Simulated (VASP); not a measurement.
# BN (P6_3/mmc) in VASP: notebook

Runs on BN. Level: PBE. Tasks: relaxation of shape and atoms at fixed volume, relaxation of cell and atoms.

Program: VASP 6.6.1. These are calculated values, not measurements. Logs are shortened: lines on timing, memory, paths and dates and some standing lists are left out, and cuts for length are marked.

### 1 The cell of the first run

The structure is hexagonal, space group P6_3/mmc (No. 194). The conventional cell has a = 2.529 Å, b = 2.529 Å, c = 8.443 Å, α = 90.00°, β = 90.00°, γ = 120.00°. B (site symmetry -6m2) has 3 N at 1.46 Å within 1.9 Å. Within 1.9 Å of N (site symmetry -6m2) lie 3 B at 1.46 Å.

### 2 Relaxation of shape and atoms at fixed volume, PBE (volume scaled by 1.020)

Contents of INCAR:

```
PREC     = Accurate       # precision mode
ENCUT    = 600            # plane-wave cutoff, eV
EDIFF    = 1E-6           # SCF threshold, eV
ISMEAR   = 0              # smearing method
SIGMA    = 0.05           # smearing width, eV
LREAL    = False          # projectors in reciprocal space
LASPH    = True           # aspherical terms in the spheres
NELM     = 80             # most SCF steps
ALGO     = Normal         # electronic algorithm
ISIF     = 4              # what is computed and relaxed
LWAVE    = False          # write WAVECAR
LCHARG   = False          # write CHGCAR
GGA      = PE             # functional
IBRION   = 2              # ionic algorithm
NSW      = 60             # ionic steps
EDIFFG   = -0.01          # ionic threshold
```

Contents of KPOINTS:

```
regular mesh
0
Gamma
  16 16 4
```

Contents of POSCAR:

```
BN
1.0
    2.5288182249      0.0000000000      0.0000000000
   -1.2644091124      2.1900208243      0.0000000000
    0.0000000000      0.0000000000      8.4425491079
B N
2 2
Direct
    0.3333333333      0.6666666667      0.2500000000
    0.6666666667      0.3333333333      0.7500000000
    0.3333333333      0.6666666667      0.7500000000
    0.6666666667      0.3333333333      0.2500000000
```

Potentials or basis: VASP PAW PBE potentials, release 64 (B, N).

Launch:

```
$ cat potpaw_PBE.64/B/POTCAR potpaw_PBE.64/N/POTCAR > POTCAR
$ mpirun -np 1 vasp_std > vasp.out
```

OUTCAR:

```text
PREC = Accurate
   ENCUT = 600
   EDIFF = 1E-6
   ISMEAR = 0
   LREAL = False
   LASPH = True
   NELM = 80
   ISIF = 4
   GGA = PE
   IBRION = 2
   NSW = 60
   EDIFFG = -0.01

 ion  position               nearest neighbor table
   1  0.333  0.667  0.250-   4 1.46   4 1.46   4 1.46
   2  0.667  0.333  0.750-   3 1.46   3 1.46   3 1.46
   3  0.333  0.667  0.750-   2 1.46   2 1.46   2 1.46
   4  0.667  0.333  0.250-   1 1.46   1 1.46   1 1.46

  LATTYP: Found a hexagonal cell.
 ALAT       =     2.5288182249
 C/A-ratio  =     3.3385353778

  Lattice vectors:

 A1 = (   2.5288182249,   0.0000000000,   0.0000000000)
 A2 = (  -1.2644091124,   2.1900208243,   0.0000000000)
 A3 = (   0.0000000000,   0.0000000000,   8.4425491079)

Analysis of symmetry for initial positions (statically):
=====================================================================
 Subroutine PRICEL returns:
 Original cell was already a primitive cell.

 Routine SETGRP: Setting up the symmetry group for a
 hexagonal supercell.

 Subroutine GETGRP returns: Found 24 space group operations
 (whereof 12 operations were pure point group operations)
 out of a pool of 24 trial point group operations.

The static configuration has the point symmetry D_3d.
 The point group associated with its full space group is D_6h.

Analysis of symmetry for dynamics (positions and initial velocities):
=====================================================================
 Subroutine PRICEL returns:
 Original cell was already a primitive cell.

 Routine SETGRP: Setting up the symmetry group for a
 hexagonal supercell.

 Subroutine GETGRP returns: Found 24 space group operations
 (whereof 12 operations were pure point group operations)
 out of a pool of 24 trial point group operations.

The dynamic configuration has the point symmetry D_3d.
 The point group associated with its full space group is D_6h.

 Subroutine INISYM returns: Found 24 space group operations
 (whereof 12 operations are pure point group operations),
 and found     1 'primitive' translations

----------------------------------------------------------------------------------------

                                     Primitive cell

  volume of cell :      46.7562

  direct lattice vectors                    reciprocal lattice vectors
     2.528818225  0.000000000  0.000000000     0.395441630  0.228308331  0.000000000
    -1.264409112  2.190020824  0.000000000     0.000000000  0.456616663  0.000000000
     0.000000000  0.000000000  8.442549108     0.000000000  0.000000000  0.118447638

  length of vectors
     2.528818225  2.528818225  8.442549108     0.456616663  0.456616663  0.118447638

  position of ions in fractional coordinates (direct lattice)
     0.333333333  0.666666667  0.250000000
     0.666666667  0.333333333  0.750000000
     0.333333333  0.666666667  0.750000000
     0.666666667  0.333333333  0.250000000

  ion indices of the primitive-cell ions
   primitive index   ion index
                 1           1
                 2           2
                 3           3
                 4           4

----------------------------------------------------------------------------------------

 KPOINTS: regular mesh

Automatic generation of k-mesh.
 Grid dimensions read from file:
 generate k-points for:   16   16    4

 Generating k-lattice:

  Cartesian coordinates                     Fractional coordinates (reciprocal lattice)
     0.024715102  0.014269271  0.000000000     0.062500000 -0.000000000  0.000000000
     0.000000000  0.028538541  0.000000000     0.000000000  0.062500000  0.000000000
     0.000000000  0.000000000  0.029611909     0.000000000  0.000000000  0.250000000

  Length of vectors
     0.028538541  0.028538541  0.029611909

  Shift w.r.t. Gamma in fractional coordinates (k-lattice)
     0.000000000  0.000000000  0.000000000

 Subroutine IBZKPT returns following result:
 ===========================================

 Found     90 irreducible k-points:

 Following reciprocal coordinates:
            Coordinates               Weight
  0.000000  0.000000  0.000000      1.000000
  0.062500 -0.000000  0.000000      6.000000
  0.125000 -0.000000  0.000000      6.000000
  0.187500  0.000000  0.000000      6.000000
  0.250000 -0.000000  0.000000      6.000000
  0.312500  0.000000  0.000000      6.000000
[... 16 lines left out ...]
  0.187500  0.187500  0.000000      6.000000
  0.250000  0.187500  0.000000     12.000000
 [... further k-points ...]
   k-points           NKPTS =     90   k-points in BZ     NKDIM =     90   number of bands    NBANDS=     12
   number of dos      NEDOS =    301   number of ions     NIONS =      4
   total plane-waves  NPLWV =  28000
   dimension x,y,z NGX =    20 NGY =   20 NGZ =   70
   dimension x,y,z NGXF=    40 NGYF=   40 NGZF=  140
   ions per type =               2   2
   NGX,Y,Z   is equivalent  to a cutoff of  13.15, 13.15, 13.78 a.u.
   NGXF,Y,Z  is equivalent  to a cutoff of  26.30, 26.30, 27.57 a.u.
 SYSTEM =  unknown system
   PREC   = accura    normal or accurate (medium, high low for compatibility)
   ISTART =      0    job   : 0-new  1-cont  2-samecut
   ICHARG =      2    charge: 1-file 2-atom 10-const
   ISPIN  =      1    spin polarized calculation?
   LNONCOLLINEAR =      F non collinear calculations
   LSORBIT =      F    spin-orbit coupling
   LASPH  =      T    aspherical Exc in radial PAW
   ENCUT  =  600.0 eV  44.10 Ry    6.64 a.u.   5.05  5.05 16.86*2*pi/ulx,y,z
   NELM   =     80;   NELMIN=  2; NELMDL= -5     # of ELM steps
   EDIFF  = 0.1E-05   stopping-criterion for ELM
   LREAL  =      F    real-space projection
   EDIFFG = -.1E-01   stopping-criterion for IOM
   NSW    =     60    number of steps for IOM
   IBRION =      2    ionic relax: 0-MD 1-quasi-New 2-CG
   NFREE  =      1    steps in history (QN), initial steepest desc. (CG)
   ISIF   =      4    stress and relaxation
   ISYM   =      2    0-nonsym 1-usesym 2-fastsym
   POTIM  = 0.5000    time-step for ionic-motion
   TEBEG  =    0.0;   TEEND  =   0.0 temperature during run
   PSTRESS=    0.0 pullay stress
   NELECT =      16.0000    total number of electrons
   NUPDOWN=      -1.0000    fix difference up-down
   EMIN   =  10.00;   EMAX   =-10.00  energy-range for DOS
   EFERMI =   0.00;   METHOD = LEGACY
   ISMEAR =     0;   SIGMA  =   0.05  broadening in eV -4-tet -1-fermi 0-gaus
   EFERMI_NEDOS =   21; number of points for ismear=-14 and -15
   IALGO  =     38    algorithm
   IMIX   =      4    mixing-type and parameters
     AMIX     =   0.40;   BMIX     =  1.00
     AMIX_MAG =   1.60;   BMIX_MAG =  1.00
  volume/ion in A,a.u.               =      11.69        78.88
  Fermi-wavevector in a.u.,A,eV,Ry     =   1.145078  2.163883 17.840003  1.311203
  Thomas-Fermi vector in A             =   2.281768
   LORBIT       =      0    0 simple, 1 ext, 2 COOP (PROOUT), +10 PAW based schemes
   GGA     = PE    functional components
   LHFCALC =     F    Hartree Fock is set to
   AEXX    =    0.0000 exact exchange contribution
   IVDW    =     0    specifies the selected vdW correction
   LEPSILON=     F    determine dielectric tensor
   LRPA    =     F    only Hartree local field effects (RPA)
 conjugate gradient relaxation of ions
 non-spin polarized calculation
 Gauss-broadening in eV      SIGMA  =   0.05
  energy-cutoff  :      600.00
  volume of cell :       46.76
 maximum number of plane-waves:      1582
   NGX = 11   NGY = 11   NGZ = 33

--------------------------------------- Ionic step        1  -------------------------------------------

 number of electron      15.9999999 magnetization

 Free energy of the ion-electron system (eV)
  ---------------------------------------------------
  ext. energy  EPLUGINS =         0.00000000
  ---------------------------------------------------
  free energy    TOTEN  =       -35.20444145 eV

  energy without entropy =      -35.20444145  energy(sigma->0) =      -35.20444145

------------------------ aborting loop because EDIFF is reached ----------------------------------------

  FORCE on cell =-STRESS in cart. coord.  units (eV):
  Direction    XX          YY          ZZ          XY          YZ          ZX
  --------------------------------------------------------------------------------------
  -------------------------------------------------------------------------------------
  Total       -1.5830997     -1.5830997     -0.0520255     -0.0000000     -0.0000000      0.0000000
  in kB      -54.2474598    -54.2474598     -1.7827366     -0.0000000     -0.0000000      0.0000000
  external PRESSURE =     -36.7592187 kB  Pullay stress =       0.0000000 kB
[... 61 lines left out ...]
  energy  without entropy=      -35.2142685539  energy(sigma->0) =      -35.21426855

--------------------------------------- Ionic step        3  -------------------------------------------

 number of electron      15.9999999 magnetization

 Free energy of the ion-electron system (eV)
  ---------------------------------------------------
  ext. energy  EPLUGINS =         0.00000000
  ---------------------------------------------------
  free energy    TOTEN  =       -35.21428663 eV

  energy without entropy =      -35.21428663  energy(sigma->0) =      -35.21428663

 E-fermi :   0.6862     XC(G=0):  -8.4299

 val. band max:        0.4074778983   @ k =   0.3125   0.3125   0.0000
 cond. band min:       4.7945869596   @ k =   0.0000   0.0000   0.0000
 fundamental gap:      4.3871090613
 Fermi energy:         0.6862303338

 k-point     1 :       0.0000    0.0000    0.0000
  band No.  band energies     occupation
      1     -17.1806      2.00000
      2     -17.1487      2.00000
      3      -5.0022      2.00000
      4      -4.4870      2.00000
      5      -0.9074      2.00000
      6      -0.9074      2.00000
      7      -0.9055      2.00000
      8      -0.9055      2.00000
      9       4.7946      0.00000
     10       7.9800      0.00000
     11      10.2281      0.00000
     12      11.9519      0.00000
[... 331 lines left out ...]
 k-point    24 :       0.2500    0.1875    0.0000
  band No.  band energies     occupation
      1     -14.7535      2.00000
      2     -14.7355      2.00000
      3      -6.5998      2.00000
      4      -6.5939      2.00000
      5      -4.6271      2.00000
      6      -4.6215      2.00000
      7      -1.5934      2.00000
      8      -1.2484      2.00000
      9       6.8766      0.00000
     10       7.0518      0.00000
     11       9.1344      0.00000
     12      12.4951      0.00000

 [... further k-points ...]

------------------------ aborting loop because EDIFF is reached ----------------------------------------

  FORCE on cell =-STRESS in cart. coord.  units (eV):
  Direction    XX          YY          ZZ          XY          YZ          ZX
  --------------------------------------------------------------------------------------
  -------------------------------------------------------------------------------------
  Total       -0.0497893     -0.0497893     -0.0522041     -0.0000000      0.0000000     -0.0000000
  in kB       -1.7061104     -1.7061104     -1.7888581     -0.0000000      0.0000000     -0.0000000
  external PRESSURE =      -1.7336930 kB  Pullay stress =       0.0000000 kB
[... 19 lines left out ...]
  FREE ENERGIE OF THE ION-ELECTRON SYSTEM (eV)
  ---------------------------------------------------
  free  energy   TOTEN  =       -35.2142866252 eV

  energy  without entropy=      -35.2142866252  energy(sigma->0) =      -35.21428663

 reached required accuracy - stopping structural energy minimisation
```

Wall time 51 s (1 thread of AMD EPYC 9R45 (Zen 5), shared host); peak memory 0.17 GiB.

What came out:

```
Free energy               : -35.2143 eV
Energy gained by relaxing : 2.5 meV/atom
Ionic steps               : 3
Pressure after relaxing   : -0.2 GPa
Band gap on the k mesh    : 4.39 eV, indirect (least direct gap 4.75 eV)
```

The path:
| step | energy change (eV) | largest force (eV/Å) | pressure (GPa) | volume (Å³) |
| --- | --- | --- | --- | --- |
| 1 | 0.0000 | 0.0000 | -3.68 | 46.76 |
| 2 | -0.0098 | 0.0000 | -0.33 | 46.76 |
| 3 | -0.0098 | 0.0000 | -0.17 | 46.76 |

Final structure:
```
B N
1.0
     2.51258    0.00000    0.00000
    -1.25629    2.17596    0.00000
     0.00000    0.00000    8.55200
B N
2 2
Direct
  0.33333 0.66667 0.25000
  0.66667 0.33333 0.75000
  0.33333 0.66667 0.75000
  0.66667 0.33333 0.25000
```

Levels at points of the mesh, in eV from the valence-band top:
```
           k point  band 5  band 6  band 7  band 8  band 9  band 10  band 11  band 12
(0.00, 0.00, 0.00)   -1.31   -1.31   -1.31   -1.31    4.39     7.57     9.82    11.54
(0.50, 0.00, 0.00)   -4.08   -4.08   -0.96   -0.76    4.64     5.02     9.47     9.88
(0.00, 0.00, 0.50)   -1.31   -1.31   -1.31   -1.31    5.59     5.59    11.52    11.54
(0.50, 0.00, 0.50)   -4.08   -4.08   -0.86   -0.86    4.80     4.80     9.72     9.72
```

Caveat: the cell differs from its parent crystal (volume scaled by 1.020); this functional lacks dispersion, which binds the layers, so the pressure and a relaxed spacing across them are unreliable. A k mesh can miss the band edges.

(Part 1 of 2 ends here.)
